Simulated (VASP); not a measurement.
A run of VASP 6.6.1:

File INCAR:

```
PREC = Accurate ; ENCUT = 600
EDIFF = 1E-6 ; ISMEAR = -1
SIGMA = 0.1 ; LREAL = F
LASPH = T ; NELM = 60
ALGO = Normal ; ISIF = 3
LWAVE = F ; LCHARG = F
GGA = RP ; IBRION = 2
NSW = 80 ; EDIFFG = -0.01
```

File KPOINTS:

```
Automatic mesh
0
Gamma
  7 7 10
```

File POSCAR:

```
Cd
1.0
    4.9594071630      0.0000000000      0.0000000000
   -2.4797035815      4.2949725909      0.0000000000
    0.0000000000      0.0000000000      3.0401165909
Cd
3
Direct
    0.0000000000      0.0000000000      0.0000000000
    0.3333333333      0.6666666667      0.5000000000
    0.6666666667      0.3333333333      0.5000000000
```

Potentials or basis: VASP PAW PBE potentials, release 64 (Cd).

Command:

```console
$ cat potpaw_PBE.64/Cd/POTCAR > POTCAR
$ mpirun -np 1 vasp_std > vasp.out
```

Hardware: 1 thread of Intel Xeon 6975P-C, with other jobs on the host.

Question: How long does it take, and how much memory?

Answer: It took 4.7 min on 1 thread of Intel Xeon 6975P-C, on a shared host, peak memory 0.23 GiB. Counts: scf iterations 72, k points 48, ion steps 12.
